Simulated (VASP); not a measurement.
Set up this calculation in VASP 6.6.1, as the native input.

```yaml
Task: single point
Functional: PBE
Potentials_or_basis: VASP PAW PBE potentials, release 64 (Zn, S)
Cutoff: 520 eV
k_mesh: 6 × 6 × 6
Occupations: methfessel-paxton, width 0.05 eV
Spin: no spin polarisation
Dipole_correction: no
Further_INCAR_settings: ALGO = Normal; EDIFF = 1e-06; NBANDS = 16
```

The structure of ZnS lies in POSCAR:

```
ZnS
1.0
    0.0000000000      2.7020000000      2.7020000000
    2.7020000000      0.0000000000      2.7020000000
    2.7020000000      2.7020000000      0.0000000000
Zn S
1 1
Direct
    0.7397190000      0.7437320000      0.7477960000
   -0.0090390000      0.0118540000     -0.0118510000
```

These files were run (other wordings do the same):

INCAR

```
PREC = Accurate
ENCUT = 520
EDIFF = 1E-6
ISMEAR = 1
SIGMA = 0.05
LREAL = False
LASPH = True
NELM = 100
ALGO = Normal
ISIF = 2
LWAVE = False
LCHARG = False
GGA = PE
NBANDS = 16
```

KPOINTS

```
regular mesh
0
Gamma
  6 6 6
```

Potentials or basis: VASP PAW PBE potentials, release 64 (Zn, S).

The run is started by

```sh
$ cat potpaw_PBE.64/Zn/POTCAR potpaw_PBE.64/S/POTCAR > POTCAR
$ mpirun -np 1 vasp_std > vasp.out
```

It gave:

```
Pressure               : 1.9 GPa
Largest force          : 0.392 eV/Å
Band gap on the k mesh : 2.07 eV
```

Wall time 48 s on 1 thread of Intel(R) Xeon(R) Platinum 8488C (Sapphire Rapids) (shared host), peak memory 0.2 GiB.
